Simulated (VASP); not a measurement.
Na:

```
Na
1.0
     3.51000    0.00000    0.00000
     0.00000    3.51000    0.00000
     0.00000    0.00000    3.51000
Na
1
Direct
  0.00000 0.00000 0.00000
```

- Program: VASP 6.6.1
- Task: relaxation of cell and atoms
- Functional: LDA
- Potentials or basis: VASP PAW LDA potentials, release 64 (Na_pv)
- Cutoff: 500 eV
- k mesh: 6 × 6 × 6
- Occupations: methfessel-paxton, width 0.1 eV
- Spin: no spin polarisation

At the start: pressure -0.9 GPa; volume 43.24 Å³/atom.

Task: Where does the relaxation end?

Result: Over 4 steps the energy falls by 25.6 meV/atom and the volume is 35.49 Å³/atom (-17.9 %); space group Pm-3m (No. 221, to 0.05 Å).

Step by step:
```tsv
step	energy change (eV)	largest force (eV/Å)	pressure (GPa)	volume (Å³)
1	0.0000	0.0000	-0.95	43.24
2	-0.0087	0.0000	-0.83	41.66
3	-0.0244	0.0000	-0.26	37.15
4	-0.0256	0.0000	0.02	35.49
```

Final structure:
```
Na
1.0
     3.28638    0.00000    0.00000
     0.00000    3.28638    0.00000
     0.00000    0.00000    3.28638
Na
1
Cartesian
  0.0000 0.0000 0.0000
```

Caveat: the volume moved by over 15 % at a fixed basis, so the end points are rough.
